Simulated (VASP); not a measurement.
# Pd (Fm-3m) in VASP: relaxation of cell and atoms with PBEsol

Aim: the relaxation of cell and atoms of Pd with PBEsol.

Everything below comes from runs of VASP 6.6.1. Logs are shortened: lines on timing, memory, paths and dates and some standing lists are left out, and cuts for length are marked.

## (1) The cell of the first run

The structure is cubic, space group Fm-3m (No. 225). The conventional cell has a = 3.879 Å, b = 3.879 Å, c = 3.879 Å, α = 90.00°, β = 90.00°, γ = 90.00°. Within 3.6 Å of Pd (site symmetry m-3m) lie 12 Pd at 2.74 Å.

## (2) Relaxation of cell and atoms, PBEsol

Contents of INCAR:

```
ALGO = Normal
EDIFF = 1E-7
EDIFFG = -0.02
ENCUT = 500
GGA = PS
GGA_COMPAT = F
IBRION = 2
ISIF = 3
ISMEAR = -1
LASPH = T
LCHARG = F
LREAL = F
LWAVE = F
NELM = 120
NELMIN = 4
NSW = 60
PREC = Accurate
SIGMA = 0.05
```

Contents of KPOINTS:

```
k-points
0
Gamma
  11 11 11
```

Contents of POSCAR:

```
Pd
1.0
    0.0000000000      1.9392630156      1.9392630156
    1.9392630156      0.0000000000      1.9392630156
    1.9392630156      1.9392630156      0.0000000000
Pd
1
Direct
    0.0000000000      0.0000000000      0.0000000000
```

Potentials or basis: VASP PAW PBE potentials, release 64 (Pd).

On the command line:

```sh
> cat potpaw_PBE.64/Pd/POTCAR > POTCAR
> mpirun -np 1 vasp_std > vasp.out
```

OUTCAR:

```text
EDIFF = 1E-7
   EDIFFG = -0.02
   ENCUT = 500
   GGA = PS
   IBRION = 2
   ISIF = 3
   ISMEAR = -1
   LASPH = T
   LREAL = F
   NELM = 120
   NELMIN = 4
   NSW = 60
   PREC = Accurate

 ion  position               nearest neighbor table
   1  0.000  0.000  0.000-

  LATTYP: Found a face centered cubic cell.
 ALAT       =     3.8785260312

  Lattice vectors:

 A1 = (   0.0000000000,   1.9392630156,   1.9392630156)
 A2 = (   1.9392630156,   0.0000000000,   1.9392630156)
 A3 = (   1.9392630156,   1.9392630156,   0.0000000000)

Analysis of symmetry for initial positions (statically):
=====================================================================
 Subroutine PRICEL returns:
 Original cell was already a primitive cell.

 Routine SETGRP: Setting up the symmetry group for a
 face centered cubic supercell.

 Subroutine GETGRP returns: Found 48 space group operations
 (whereof 48 operations were pure point group operations)
 out of a pool of 48 trial point group operations.

The static configuration has the point symmetry O_h .

Analysis of symmetry for dynamics (positions and initial velocities):
=====================================================================
 Subroutine PRICEL returns:
 Original cell was already a primitive cell.

 Routine SETGRP: Setting up the symmetry group for a
 face centered cubic supercell.

 Subroutine GETGRP returns: Found 48 space group operations
 (whereof 48 operations were pure point group operations)
 out of a pool of 48 trial point group operations.

The dynamic configuration has the point symmetry O_h .

 Subroutine INISYM returns: Found 48 space group operations
 (whereof 48 operations are pure point group operations),
 and found     1 'primitive' translations

----------------------------------------------------------------------------------------

                                     Primitive cell

  volume of cell :      14.5861

  direct lattice vectors                    reciprocal lattice vectors
     0.000000000  1.939263016  1.939263016    -0.257829905  0.257829905  0.257829905
     1.939263016  0.000000000  1.939263016     0.257829905 -0.257829905  0.257829905
     1.939263016  1.939263016  0.000000000     0.257829905  0.257829905 -0.257829905

  length of vectors
     2.742532058  2.742532058  2.742532058     0.446574496  0.446574496  0.446574496

  position of ions in fractional coordinates (direct lattice)
     0.000000000  0.000000000  0.000000000

  ion indices of the primitive-cell ions
   primitive index   ion index
                 1           1

----------------------------------------------------------------------------------------

 KPOINTS: k-points

Automatic generation of k-mesh.
 Grid dimensions read from file:
 generate k-points for:   11   11   11

 Generating k-lattice:

  Cartesian coordinates                     Fractional coordinates (reciprocal lattice)
    -0.023439082  0.023439082  0.023439082     0.090909091  0.000000000  0.000000000
     0.023439082 -0.023439082  0.023439082     0.000000000  0.090909091  0.000000000
     0.023439082  0.023439082 -0.023439082     0.000000000  0.000000000  0.090909091

  Length of vectors
     0.040597681  0.040597681  0.040597681

  Shift w.r.t. Gamma in fractional coordinates (k-lattice)
     0.000000000  0.000000000  0.000000000

 Subroutine IBZKPT returns following result:
 ===========================================

 Found     56 irreducible k-points:

 Following reciprocal coordinates:
            Coordinates               Weight
  0.000000  0.000000  0.000000      1.000000
  0.090909  0.000000  0.000000      8.000000
  0.181818  0.000000  0.000000      8.000000
  0.272727  0.000000  0.000000      8.000000
  0.363636  0.000000  0.000000      8.000000
  0.454545  0.000000  0.000000      8.000000
[... 16 lines left out ...]
 -0.272727  0.181818  0.000000     24.000000
 -0.181818  0.181818  0.000000     12.000000
 [... further k-points ...]
   k-points           NKPTS =     56   k-points in BZ     NKDIM =     56   number of bands    NBANDS=      9
   number of dos      NEDOS =    301   number of ions     NIONS =      1
   total plane-waves  NPLWV =   8000
   dimension x,y,z NGX =    20 NGY =   20 NGZ =   20
   dimension x,y,z NGXF=    40 NGYF=   40 NGZF=   40
   ions per type =               1
   NGX,Y,Z   is equivalent  to a cutoff of  12.12, 12.12, 12.12 a.u.
   NGXF,Y,Z  is equivalent  to a cutoff of  24.25, 24.25, 24.25 a.u.
 SYSTEM =  unknown system
   PREC   = accura    normal or accurate (medium, high low for compatibility)
   ISTART =      0    job   : 0-new  1-cont  2-samecut
   ICHARG =      2    charge: 1-file 2-atom 10-const
   ISPIN  =      1    spin polarized calculation?
   LNONCOLLINEAR =      F non collinear calculations
   LSORBIT =      F    spin-orbit coupling
   LASPH  =      T    aspherical Exc in radial PAW
   ENCUT  =  500.0 eV  36.75 Ry    6.06 a.u.   5.00  5.00  5.00*2*pi/ulx,y,z
   NELM   =    120;   NELMIN=  4; NELMDL= -5     # of ELM steps
   EDIFF  = 0.1E-06   stopping-criterion for ELM
   LREAL  =      F    real-space projection
   EDIFFG = -.2E-01   stopping-criterion for IOM
   NSW    =     60    number of steps for IOM
   IBRION =      2    ionic relax: 0-MD 1-quasi-New 2-CG
   NFREE  =      1    steps in history (QN), initial steepest desc. (CG)
   ISIF   =      3    stress and relaxation
   ISYM   =      2    0-nonsym 1-usesym 2-fastsym
   POTIM  = 0.5000    time-step for ionic-motion
   TEBEG  =    0.0;   TEEND  =   0.0 temperature during run
   PSTRESS=    0.0 pullay stress
   NELECT =      10.0000    total number of electrons
   NUPDOWN=      -1.0000    fix difference up-down
   EMIN   =  10.00;   EMAX   =-10.00  energy-range for DOS
   EFERMI =   0.00;   METHOD = LEGACY
   ISMEAR =    -1;   SIGMA  =   0.05  broadening in eV -4-tet -1-fermi 0-gaus
   EFERMI_NEDOS =   21; number of points for ismear=-14 and -15
   IALGO  =     38    algorithm
   IMIX   =      4    mixing-type and parameters
     AMIX     =   0.40;   BMIX     =  1.00
     AMIX_MAG =   1.60;   BMIX_MAG =  1.00
  volume/ion in A,a.u.               =      14.59        98.43
  Fermi-wavevector in a.u.,A,eV,Ry     =   1.443538  2.727891 28.351833  2.083801
  Thomas-Fermi vector in A             =   2.561934
   LORBIT       =      0    0 simple, 1 ext, 2 COOP (PROOUT), +10 PAW based schemes
   GGA     = PS    functional components
   LHFCALC =     F    Hartree Fock is set to
   AEXX    =    0.0000 exact exchange contribution
   IVDW    =     0    specifies the selected vdW correction
   LEPSILON=     F    determine dielectric tensor
   LRPA    =     F    only Hartree local field effects (RPA)
 conjugate gradient relaxation of ions
 non-spin polarized calculation
  energy-cutoff  :      500.00
  volume of cell :       14.59
 maximum number of plane-waves:       378
   NGX =  9   NGY =  9   NGZ =  9

--------------------------------------- Ionic step        1  -------------------------------------------

 number of electron      10.0000001 magnetization

 Free energy of the ion-electron system (eV)
  ---------------------------------------------------
  ext. energy  EPLUGINS =         0.00000000
  ---------------------------------------------------
  free energy    TOTEN  =        -5.95480248 eV

  energy without entropy =       -5.93356167  energy(sigma->0) =       -5.94418208

------------------------ aborting loop because EDIFF is reached ----------------------------------------

  FORCE on cell =-STRESS in cart. coord.  units (eV):
  Direction    XX          YY          ZZ          XY          YZ          ZX
  --------------------------------------------------------------------------------------
  -------------------------------------------------------------------------------------
  Total       -0.0266193     -0.0266193     -0.0266193      0.0000000      0.0000000     -0.0000000
  in kB       -2.9239260     -2.9239260     -2.9239260      0.0000000      0.0000000     -0.0000000
  external PRESSURE =      -2.9239260 kB  Pullay stress =       0.0000000 kB
[... 55 lines left out ...]
  energy  without entropy=       -5.9335970605  energy(sigma->0) =       -5.94418393

--------------------------------------- Ionic step        3  -------------------------------------------

 number of electron      10.0000002 magnetization

 Free energy of the ion-electron system (eV)
  ---------------------------------------------------
  ext. energy  EPLUGINS =         0.00000000
  ---------------------------------------------------
  free energy    TOTEN  =        -5.95482269 eV

  energy without entropy =       -5.93360768  energy(sigma->0) =       -5.94421518

 E-fermi :   9.8695     XC(G=0): -13.4574

 val. band max:        9.8479491127   @ k =  -0.4545   0.3636   0.0909
 cond. band min:       9.8796831197   @ k =   0.4545   0.1818   0.0000
 fundamental gap:      0.0317340070
 Fermi energy:         9.8694860164

 k-point     1 :       0.0000    0.0000    0.0000
  band No.  band energies     occupation
      1       2.4967      2.00000
      2       6.9340      2.00000
      3       6.9340      2.00000
      4       6.9340      2.00000
      5       8.5998      2.00000
      6       8.5998      2.00000
      7      26.9681      0.00000
      8      31.8093      0.00000
      9      31.8093      0.00000
[... 265 lines left out ...]
 k-point    24 :      -0.1818    0.1818    0.0000
  band No.  band energies     occupation
      1       5.0082      2.00000
      2       6.2261      2.00000
      3       7.1358      2.00000
      4       7.8666      2.00000
      5       7.9229      2.00000
      6      10.0024      0.13089
      7      24.9393      0.00000
      8      25.9246      0.00000
      9      31.0472      0.00000

 [... further k-points ...]

------------------------ aborting loop because EDIFF is reached ----------------------------------------

  FORCE on cell =-STRESS in cart. coord.  units (eV):
  Direction    XX          YY          ZZ          XY          YZ          ZX
  --------------------------------------------------------------------------------------
  -------------------------------------------------------------------------------------
  Total        0.0013662      0.0013662      0.0013662     -0.0000000     -0.0000000     -0.0000000
  in kB        0.1502879      0.1502879      0.1502879     -0.0000000     -0.0000000     -0.0000000
  external PRESSURE =       0.1502879 kB  Pullay stress =       0.0000000 kB
[... 16 lines left out ...]
  FREE ENERGIE OF THE ION-ELECTRON SYSTEM (eV)
  ---------------------------------------------------
  free  energy   TOTEN  =        -5.9548226859 eV

  energy  without entropy=       -5.9336076754  energy(sigma->0) =       -5.94421518

 reached required accuracy - stopping structural energy minimisation
```

It took 23 s on 1 thread of AMD EPYC 7R13, shared host; peak memory 0.1 GiB.

Results:

| Property | Result |
| --- | --- |
| Free energy | -5.9548 eV |
| Relaxed volume | 14.56 Å³/atom |
| Relaxed cell | a = 2.741 Å, b = 2.741 Å, c = 2.741 Å, α = 60.00°, β = 60.00°, γ = 60.00° |
| Space group after relaxing (to 0.1 Å) | Fm-3m (No. 225) |
| Energy gained by relaxing | 0.0 meV/atom |
| Ionic steps | 3 |
| Pressure after relaxing | 0.0 GPa |
| Band gap on the k mesh | zero (bands 5 and 6 overlap by 1.54 eV) |

Final structure:
```xyz
1
Lattice="0.0000 1.9383 1.9383 1.9383 0.0000 1.9383 1.9383 1.9383 0.0000" Properties=species:S:1:pos:R:3 pbc="T T T"
Pd    0.0000    0.0000    0.0000
```

Caveat: the PAW data sets were made with another functional, which shifts forces and pressure a little.
